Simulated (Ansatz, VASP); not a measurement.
# One calculation of C, two programs

```
C
1.0
     0.00000    1.84798    1.63475
     1.84798    0.00000    1.63475
     1.84798    1.84798    0.00000
C
2
Direct
  0.50000 0.50000 0.50000
  0.75000 0.75000 0.75000
```

Change from the starting cell: strain +0.040 along x and y, -0.080 along z, atoms carried along.

Alike in both runs: task single point; functional PBEsol; k mesh 12 × 12 × 12; occupations gaussian, width 0.05 eV; no spin polarisation.

```csv
,VASP,Ansatz
version,VASP 6.6.1,Ansatz 0.2.0
potentials or method,"VASP PAW PBE potentials, release 64 (C), cutoff 520 eV","scalar-relativistic, plane waves, PAW"
valence electrons in the cell,8,8
```

```csv
,VASP,Ansatz,Ansatz less VASP
gap on the k mesh at the Fermi level (eV),1.07,1.08,+0.008
least direct gap on the mesh (eV),3.64,3.65,+0.003
pressure (GPa),3.5,2.4,-1.09
"traceless stress, the component that is largest in VASP (GPa)",66.40,66.49,+0.092
```

VASP's potentials were made for PBE, not for PBEsol. The functional is the same, so the differences come from potentials, cutoffs and numerics.
